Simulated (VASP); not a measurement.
Here is a VASP 6.6.1 calculation.

File INCAR:

```
  PREC = Accurate
  ENCUT = 520
  EDIFF = 1E-7
  ISMEAR = 0
  SIGMA = 0.1
  LREAL = False
  LASPH = True
  NELM = 80
  ALGO = Normal
  ISIF = 2
  LWAVE = False
  LCHARG = False
  GGA = PS
  NBANDS = 14
```

Contents of KPOINTS:

```
Automatic mesh
0
Gamma
  12 12 8
```

The input POSCAR:

```
Na
1.0
    3.7272025461      0.0000000000      0.0000000000
   -1.8636012731      3.2278520900      0.0000000000
    0.0000000000      0.0000000000      6.0429973863
Na
2
Direct
    0.0000000000      0.0000000000      0.0000000000
    0.3333333333      0.6666666667      0.5000000000
```

Potentials or basis: VASP PAW PBE potentials, release 64 (Na_pv).

The run is started by

```sh
$ cat potpaw_PBE.64/Na_pv/POTCAR > POTCAR
$ mpirun -np 1 vasp_std > vasp.out
```

**Question.** What does it give for the pressure?

**Answer.** 0.0 GPa.

**Question.** What does it give for the band gap on the k mesh?

**Answer.** Zero (bands 7 and 8 overlap by 4.34 eV).

Caveat: the PAW data sets were made with another functional, which shifts forces and pressure a little.
